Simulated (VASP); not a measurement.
# PbS in VASP: settings compared

The runs below take PbS through single point, with PBE, LDA.

All numbers are computed with VASP 6.6.1; they aren't measurements. Logs are shortened: lines on timing, memory, paths and dates and some standing lists are left out, and cuts for length are marked.

## (1) The cell of the first run

Symmetry: R3m, No. 160, trigonal system. The conventional cell has a = 4.308 Å, b = 4.308 Å, c = 10.559 Å, α = 90.00°, β = 90.00°, γ = 120.00°. Pb (site symmetry 3m) has 6 S at 3.01 to 3.08 Å within 4.0 Å. Within 4.0 Å of S (site symmetry 3m) lie 6 Pb at 3.01 to 3.08 Å.

## (2) Single point, PBE (volume scaled by 1.06)

File INCAR:

```
PREC = Accurate
ENCUT = 520
EDIFF = 1E-7
ISMEAR = -1
SIGMA = 0.05
LREAL = False
LASPH = True
NELM = 80
ALGO = Normal
ISIF = 2
LWAVE = False
LCHARG = False
GGA = PE
NBANDS = 17
```

File KPOINTS:

```
regular mesh
0
Gamma
  8 8 8
```

File POSCAR:

```
PbS
1.0
    2.1540969647      1.2436684624      3.5196180723
   -2.1540969647      1.2436684624      3.5196180723
    0.0000000000     -2.4873369248      3.5196180723
Pb S
1 1
Direct
    0.9805657800      0.9805657800      0.9805657800
    0.4750355500      0.4750355500      0.4750355500
```

Potentials or basis: VASP PAW PBE potentials, release 64 (Pb_d, S).

Command:

```
$ cat potpaw_PBE.64/Pb_d/POTCAR potpaw_PBE.64/S/POTCAR > POTCAR
$ mpirun -np 1 vasp_std > vasp.out
```

OUTCAR:

```text
PREC = Accurate
   ENCUT = 520
   EDIFF = 1E-7
   ISMEAR = -1
   LREAL = False
   LASPH = True
   NELM = 80
   ISIF = 2
   GGA = PE

 ion  position               nearest neighbor table
   1  0.981  0.981  0.981-   2 3.01   2 3.01   2 3.01   2 3.08   2 3.08   2 3.08
   2  0.475  0.475  0.475-   1 3.01   1 3.01   1 3.01   1 3.08   1 3.08   1 3.08

  LATTYP: Found a trigonal (rhomboedric) cell.
 ALAT       =     4.3098209189
 COS(alpha) =     0.5003774362

  Lattice vectors:

 A1 = (   2.1540969647,   1.2436684624,   3.5196180723)
 A2 = (  -2.1540969647,   1.2436684624,   3.5196180723)
 A3 = (   0.0000000000,  -2.4873369248,   3.5196180723)

Analysis of symmetry for initial positions (statically):
=====================================================================
 Subroutine PRICEL returns:
 Original cell was already a primitive cell.

 Routine SETGRP: Setting up the symmetry group for a
 trigonal (rhombohedral) supercell.

 Subroutine GETGRP returns: Found  6 space group operations
 (whereof  6 operations were pure point group operations)
 out of a pool of 12 trial point group operations.

The static configuration has the point symmetry C_3v.

Analysis of symmetry for dynamics (positions and initial velocities):
=====================================================================
 Subroutine PRICEL returns:
 Original cell was already a primitive cell.

 Routine SETGRP: Setting up the symmetry group for a
 trigonal (rhombohedral) supercell.

 Subroutine GETGRP returns: Found  6 space group operations
 (whereof  6 operations were pure point group operations)
 out of a pool of 12 trial point group operations.

The dynamic configuration has the point symmetry C_3v.

 Subroutine INISYM returns: Found  6 space group operations
 (whereof  6 operations are pure point group operations),
 and found     1 'primitive' translations

----------------------------------------------------------------------------------------

                                     Primitive cell

  volume of cell :      56.5740

  direct lattice vectors                    reciprocal lattice vectors
     2.154096965  1.243668462  3.519618072     0.232115828  0.134012136  0.094707246
    -2.154096965  1.243668462  3.519618072    -0.232115828  0.134012136  0.094707246
     0.000000000 -2.487336925  3.519618072     0.000000000 -0.268024271  0.094707246

  length of vectors
     4.309820919  4.309820919  4.309820919     0.284264793  0.284264793  0.284264793

  position of ions in fractional coordinates (direct lattice)
     0.980565780  0.980565780  0.980565780
     0.475035550  0.475035550  0.475035550

  ion indices of the primitive-cell ions
   primitive index   ion index
                 1           1
                 2           2

----------------------------------------------------------------------------------------

 KPOINTS: regular mesh

Automatic generation of k-mesh.
 Grid dimensions read from file:
 generate k-points for:    8    8    8

 Generating k-lattice:

  Cartesian coordinates                     Fractional coordinates (reciprocal lattice)
     0.029014478  0.016751517  0.011838406     0.125000000 -0.000000000  0.000000000
    -0.029014478  0.016751517  0.011838406    -0.000000000  0.125000000  0.000000000
     0.000000000 -0.033503034  0.011838406     0.000000000  0.000000000  0.125000000

  Length of vectors
     0.035533099  0.035533099  0.035533099

  Shift w.r.t. Gamma in fractional coordinates (k-lattice)
     0.000000000  0.000000000  0.000000000

 Subroutine IBZKPT returns following result:
 ===========================================

 Found     65 irreducible k-points:

 Following reciprocal coordinates:
            Coordinates               Weight
  0.000000  0.000000  0.000000      1.000000
  0.125000 -0.000000  0.000000      6.000000
  0.250000 -0.000000  0.000000      6.000000
  0.375000 -0.000000 -0.000000      6.000000
  0.500000 -0.000000  0.000000      3.000000
  0.125000  0.125000  0.000000      6.000000
[... 16 lines left out ...]
  0.250000  0.125000  0.125000      6.000000
  0.375000  0.125000  0.125000      6.000000
 [... further k-points ...]
   k-points           NKPTS =     65   k-points in BZ     NKDIM =     65   number of bands    NBANDS=     17
   number of dos      NEDOS =    301   number of ions     NIONS =      2
   total plane-waves  NPLWV =  32768
   dimension x,y,z NGX =    32 NGY =   32 NGZ =   32
   dimension x,y,z NGXF=    64 NGYF=   64 NGZF=   64
   ions per type =               1   1
   NGX,Y,Z   is equivalent  to a cutoff of  12.34, 12.34, 12.34 a.u.
   NGXF,Y,Z  is equivalent  to a cutoff of  24.69, 24.69, 24.69 a.u.
 SYSTEM =  unknown system
   PREC   = accura    normal or accurate (medium, high low for compatibility)
   ISTART =      0    job   : 0-new  1-cont  2-samecut
   ICHARG =      2    charge: 1-file 2-atom 10-const
   ISPIN  =      1    spin polarized calculation?
   LNONCOLLINEAR =      F non collinear calculations
   LSORBIT =      F    spin-orbit coupling
   LASPH  =      T    aspherical Exc in radial PAW
   ENCUT  =  520.0 eV  38.22 Ry    6.18 a.u.   8.01  8.01  8.01*2*pi/ulx,y,z
   NELM   =     80;   NELMIN=  2; NELMDL= -5     # of ELM steps
   EDIFF  = 0.1E-06   stopping-criterion for ELM
   LREAL  =      F    real-space projection
   EDIFFG = 0.1E-05   stopping-criterion for IOM
   NSW    =      0    number of steps for IOM
   IBRION =     -1    ionic relax: 0-MD 1-quasi-New 2-CG
   NFREE  =      0    steps in history (QN), initial steepest desc. (CG)
   ISIF   =      2    stress and relaxation
   ISYM   =      2    0-nonsym 1-usesym 2-fastsym
   POTIM  = 0.5000    time-step for ionic-motion
   TEBEG  =    0.0;   TEEND  =   0.0 temperature during run
   PSTRESS=    0.0 pullay stress
   NELECT =      20.0000    total number of electrons
   NUPDOWN=      -1.0000    fix difference up-down
   EMIN   =  10.00;   EMAX   =-10.00  energy-range for DOS
   EFERMI =   0.00;   METHOD = LEGACY
   ISMEAR =    -1;   SIGMA  =   0.05  broadening in eV -4-tet -1-fermi 0-gaus
   EFERMI_NEDOS =   21; number of points for ismear=-14 and -15
   IALGO  =     38    algorithm
   IMIX   =      4    mixing-type and parameters
     AMIX     =   0.40;   BMIX     =  1.00
     AMIX_MAG =   1.60;   BMIX_MAG =  1.00
  volume/ion in A,a.u.               =      28.29       190.89
  Fermi-wavevector in a.u.,A,eV,Ry     =   1.157566  2.187483 18.231265  1.339960
  Thomas-Fermi vector in A             =   2.294177
   LORBIT       =      0    0 simple, 1 ext, 2 COOP (PROOUT), +10 PAW based schemes
   GGA     = PE    functional components
   LHFCALC =     F    Hartree Fock is set to
   AEXX    =    0.0000 exact exchange contribution
   IVDW    =     0    specifies the selected vdW correction
   LEPSILON=     F    determine dielectric tensor
   LRPA    =     F    only Hartree local field effects (RPA)
 non-spin polarized calculation
  energy-cutoff  :      520.00
  volume of cell :       56.57
 maximum number of plane-waves:      1540
   NGX = 17   NGY = 17   NGZ = 17

 number of electron      19.9999998 magnetization

 Free energy of the ion-electron system (eV)
  ---------------------------------------------------
  ext. energy  EPLUGINS =         0.00000000
  ---------------------------------------------------
  free energy    TOTEN  =        -8.75480420 eV

  energy without entropy =       -8.75478624  energy(sigma->0) =       -8.75479522

 E-fermi :   5.0429     XC(G=0):  -9.3060

 val. band max:        4.7235154083   @ k =   0.5000  -0.0000   0.0000
 cond. band min:       5.3622981189   @ k =   0.5000  -0.0000   0.0000
 fundamental gap:      0.6387827106
 Fermi energy:         5.0429000090

 k-point     1 :       0.0000    0.0000    0.0000
  band No.  band energies     occupation
      1     -11.9142      2.00000
      2     -11.9138      2.00000
      3     -11.9138      2.00000
      4     -11.8961      2.00000
      5     -11.8961      2.00000
      6      -8.1073      2.00000
[... 9 lines left out ...]
     16      11.7480      0.00000
     17      13.6006      0.00000

 k-point     2 :       0.1250   -0.0000    0.0000
  band No.  band energies     occupation
      1     -11.9132      2.00000
      2     -11.9115      2.00000
      3     -11.9111      2.00000
      4     -11.8970      2.00000
      5     -11.8969      2.00000
      6      -7.9909      2.00000
[... 9 lines left out ...]
     16      12.0714      0.00000
     17      14.5624      0.00000

 k-point     3 :       0.2500   -0.0000    0.0000
  band No.  band energies     occupation
      1     -11.9129      2.00000
      2     -11.9124      2.00000
      3     -11.9116      2.00000
      4     -11.8917      2.00000
      5     -11.8914      2.00000
      6      -7.6709      2.00000
[... 9 lines left out ...]
     16      12.8791      0.00000
     17      16.2961      0.00000

 k-point     4 :       0.3750   -0.0000   -0.0000
  band No.  band energies     occupation
      1     -11.9188      2.00000
      2     -11.9184      2.00000
      3     -11.9105      2.00000
      4     -11.8814      2.00000
      5     -11.8809      2.00000
      6      -7.2660      2.00000
[... 9 lines left out ...]
     16      14.0734      0.00000
     17      16.2652      0.00000
[... 343 lines left out ...]
      1     -11.9135      2.00000
      2     -11.9111      2.00000
      3     -11.9111      2.00000
      4     -11.8970      2.00000
      5     -11.8970      2.00000
      6      -7.9913      2.00000
[... 9 lines left out ...]
     16      12.0672      0.00000
     17      14.5580      0.00000

 k-point    23 :       0.2500    0.1250    0.1250
  band No.  band energies     occupation
      1     -11.9131      2.00000
      2     -11.9097      2.00000
      3     -11.9068      2.00000
      4     -11.9033      2.00000
      5     -11.8919      2.00000
      6      -7.8058      2.00000
[... 9 lines left out ...]
     16      13.1031      0.00000
     17      14.2389      0.00000

 k-point    24 :       0.3750    0.1250    0.1250
  band No.  band energies     occupation
      1     -11.9165      2.00000
      2     -11.9114      2.00000
      3     -11.9099      2.00000
      4     -11.8943      2.00000
      5     -11.8856      2.00000
      6      -7.4493      2.00000
[... 9 lines left out ...]
     16      14.4074      0.00000
     17      15.4344      0.00000

 [... further k-points ...]
[... 5 lines left out ...]
  --------------------------------------------------------------------------------------
  -------------------------------------------------------------------------------------
  Total       -0.7316203     -0.7316203     -0.7225474      0.0000000      0.0000000      0.0000000
  in kB      -20.7195193    -20.7195193    -20.4625754      0.0000000      0.0000000      0.0000000
  external PRESSURE =     -20.6338714 kB  Pullay stress =       0.0000000 kB

 VOLUME and BASIS-vectors are now :
 -----------------------------------------------------------------------------
  energy-cutoff  :      520.00
  volume of cell :       56.57
      direct lattice vectors                 reciprocal lattice vectors
     2.154096965  1.243668462  3.519618072     0.232115828  0.134012136  0.094707246
    -2.154096965  1.243668462  3.519618072    -0.232115828  0.134012136  0.094707246
     0.000000000 -2.487336925  3.519618072     0.000000000 -0.268024271  0.094707246

 POSITION                                       TOTAL-FORCE (eV/Angst)
 -----------------------------------------------------------------------------------
      0.00000      0.00000     10.35365         0.000000     -0.000000      0.010816
      0.00000      0.00000      5.01583         0.000000      0.000000     -0.010816
 -----------------------------------------------------------------------------------
    total drift:                                0.000000      0.000000     -0.000140

  FREE ENERGIE OF THE ION-ELECTRON SYSTEM (eV)
  ---------------------------------------------------
  free  energy   TOTEN  =        -8.7548042016 eV

  energy  without entropy=       -8.7547862412  energy(sigma->0) =       -8.75479522
```

Wall time 23 s (1 thread of Intel Xeon Platinum 8559C (Emerald Rapids), shared host); peak memory 0.2 GiB.

What came out:

```yaml
Free_energy: -8.7548 eV
Pressure: -2.1 GPa
Largest_force: 0.011 eV/Å
Band_gap_on_the_k_mesh: 0.64 eV, direct
```

Forces in eV/Å, atoms in the order of the input:
```
Pb   0.000  0.000  0.011
S    0.000  0.000 -0.011
```

Levels at points of the mesh, in eV from the valence-band top:
| k point | band 7 | band 8 | band 9 | band 10 | band 11 | band 12 | band 13 | band 14 |
| --- | --- | --- | --- | --- | --- | --- | --- | --- |
| (0.00, 0.00, 0.00) | -6.10 | -1.71 | -1.71 | -1.71 | 5.02 | 5.04 | 5.04 | 7.01 |
| (0.50, 0.00, 0.00) | -8.34 | -1.39 | -1.38 | 0.00 | 0.64 | 2.20 | 2.21 | 8.63 |
| (0.50, 0.50, 0.00) | -7.03 | -4.44 | -2.86 | -2.85 | 4.25 | 5.38 | 5.46 | 5.49 |
| (0.50, 0.50, 0.50) | -8.33 | -1.38 | -1.38 | -0.02 | 0.66 | 2.20 | 2.20 | 8.62 |

Caveat: the cell differs from its parent crystal (volume scaled by 1.06); spin-orbit coupling is left out, which moves the levels of the heavy elements. A k mesh can miss the band edges.

## (3) Single point, PBE (atoms moved at random)

File INCAR:

```
SYSTEM = PbS
  PREC = Accurate
  ENCUT = 520
  EDIFF = 1E-7
  ISMEAR = -1
  SIGMA = 0.05
  LREAL = .False.
  LASPH = .True.
  NELM = 60
  ALGO = Normal
  ISIF = 2
  LWAVE = .False.
  LCHARG = .False.
  GGA = PE
  NBANDS = 17
```

File KPOINTS:

```
regular mesh
0
Gamma
  8 8 8
  0 0 0
```

File POSCAR:

```
PbS
1.0
    2.1126617058      1.2197458045      3.4519162518
   -2.1126617058      1.2197458045      3.4519162518
    0.0000000000     -2.4394916091      3.4519162518
Pb S
1 1
Direct
    0.9889180000      0.9767410000      0.9842380000
    0.4903730000      0.4763620000      0.4686870000
```

Potentials or basis: VASP PAW PBE potentials, release 64 (Pb_d, S).

Command:

```
$ cat potpaw_PBE.64/Pb_d/POTCAR potpaw_PBE.64/S/POTCAR > POTCAR
$ mpirun -np 1 vasp_std > vasp.out
```

It took 4.3 min on 1 thread of AMD EPYC 7R13, shared host; peak memory 0.32 GiB.

The run converged. Its results:

| Quantity | Value |
| --- | --- |
| Free energy | -8.7669 eV |
| Pressure | 0.9 GPa |
| Largest force | 0.022 eV/Å |
| Band gap on the k mesh | 0.45 eV, direct |

Forces in eV/Å, atoms in the order of the input:
```
Pb   0.001  0.014 -0.017
S   -0.001 -0.014  0.017
```

Levels at points of the mesh, in eV from the valence-band top:
```
           k point  band 6  band 7  band 8  band 9  band 10  band 11  band 12  band 13  band 14  band 15
(0.00, 0.00, 0.00)  -13.37   -6.05   -2.04   -2.04    -2.03     5.14     5.14     5.17     6.82     6.84
(0.50, 0.00, 0.00)  -12.19   -8.69   -1.68   -1.67     0.00     0.45     2.05     2.05     8.65    10.18
(0.00, 0.50, 0.00)  -12.19   -8.69   -1.67   -1.67     0.00     0.45     2.05     2.05     8.65    10.18
(0.00, 0.00, 0.50)  -12.19   -8.68   -1.67   -1.67    -0.03     0.48     2.04     2.05     8.65    10.19
(0.50, 0.50, 0.00)  -11.80   -7.14   -4.98   -3.27    -3.26     3.94     5.52     5.63     5.67    11.17
(0.50, 0.00, 0.50)  -11.79   -7.16   -4.97   -3.27    -3.27     3.96     5.53     5.63     5.65    11.17
(0.00, 0.50, 0.50)  -11.79   -7.16   -4.96   -3.27    -3.27     3.97     5.53     5.63     5.64    11.17
(0.50, 0.50, 0.50)  -12.19   -8.69   -1.67   -1.66    -0.03     0.48     2.04     2.05     8.65    10.18
```

Caveat: the cell differs from its parent crystal (atoms moved at random); spin-orbit coupling is left out, which moves the levels of the heavy elements. A k mesh can miss the band edges.

## (4) Single point, LDA

This run uses another cell than the first one, of 25.08 Å³/atom, 0.887 times its volume.

File INCAR:

```
PREC = Accurate
ENCUT = 520
EDIFF = 1E-6
ISMEAR = -1
SIGMA = 0.05
LREAL = False
LASPH = True
NELM = 100
ALGO = Normal
ISIF = 2
LWAVE = False
LCHARG = False
NBANDS = 17
```

File KPOINTS:

```
Automatic mesh
0
Gamma
  8 8 8
```

File POSCAR:

```
PbS
1.0
    2.0695340594      1.1948460463      3.3814492087
   -2.0695340594      1.1948460463      3.3814492087
    0.0000000000     -2.3896920926      3.3814492087
Pb S
1 1
Direct
    0.9805657800      0.9805657800      0.9805657800
    0.4750355500      0.4750355500      0.4750355500
```

Potentials or basis: VASP PAW LDA potentials, release 64 (Pb_d, S).

Command:

```
$ cat potpaw_LDA.64/Pb_d/POTCAR potpaw_LDA.64/S/POTCAR > POTCAR
$ mpirun -np 1 vasp_std > vasp.out
```

Run time: 75 s. Hardware: 1 thread of AMD EPYC 7R13 (Zen 3), shared host; peak memory 0.15 GiB.

The run converged. Its results:

- Free energy: -9.9990 eV
- Pressure: -0.3 GPa
- Largest force: 0.030 eV/Å
- Band gap on the k mesh: 0.12 eV, direct

Forces on the atoms (eV/Å):
```
Pb   0.000  0.000 -0.030
S    0.000  0.000  0.030
```

Levels at points of the mesh, in eV from the valence-band top:
| k point | band 8 | band 9 | band 10 | band 11 | band 12 | band 13 |
| --- | --- | --- | --- | --- | --- | --- |
| (0.00, 0.00, 0.00) | -2.38 | -2.38 | -2.38 | 5.12 | 5.15 | 5.15 |
| (0.50, 0.00, 0.00) | -1.96 | -1.95 | 0.00 | 0.12 | 1.73 | 1.74 |
| (0.50, 0.50, 0.00) | -5.61 | -3.75 | -3.74 | 3.51 | 5.57 | 5.69 |
| (0.50, 0.50, 0.50) | -1.95 | -1.95 | -0.09 | 0.20 | 1.73 | 1.73 |

Caveat: spin-orbit coupling is left out, which moves the levels of the heavy elements. A k mesh can miss the band edges.

## (5) The runs side by side

| level | potentials or basis | cell | gap on the mesh (eV) | pressure (GPa) | largest force (eV/Å) |
| --- | --- | --- | --- | --- | --- |
| PBE | VASP PAW PBE potentials, release 64 (Pb_d, S) | a = 4.310 Å, angles 60.0°, 2 atoms | 0.64 | -2.1 | 0.01 |
| PBE | VASP PAW PBE potentials, release 64 (Pb_d, S) | a = 4.227 Å, angles 60.0°, 2 atoms | 0.45 | 0.9 | 0.02 |
| LDA | VASP PAW LDA potentials, release 64 (Pb_d, S) | a = 4.141 Å, angles 60.0°, 2 atoms | 0.12 | -0.3 | 0.03 |

Alike in all rows: task single point; no spin polarisation; k mesh 8 × 8 × 8; cutoff (eV) 520; smearing fermi-dirac 0.05 eV.

Caveats: spin-orbit coupling is left out, which moves the levels of the heavy elements.

Absolute energies hang on the potentials; compare differences alone.
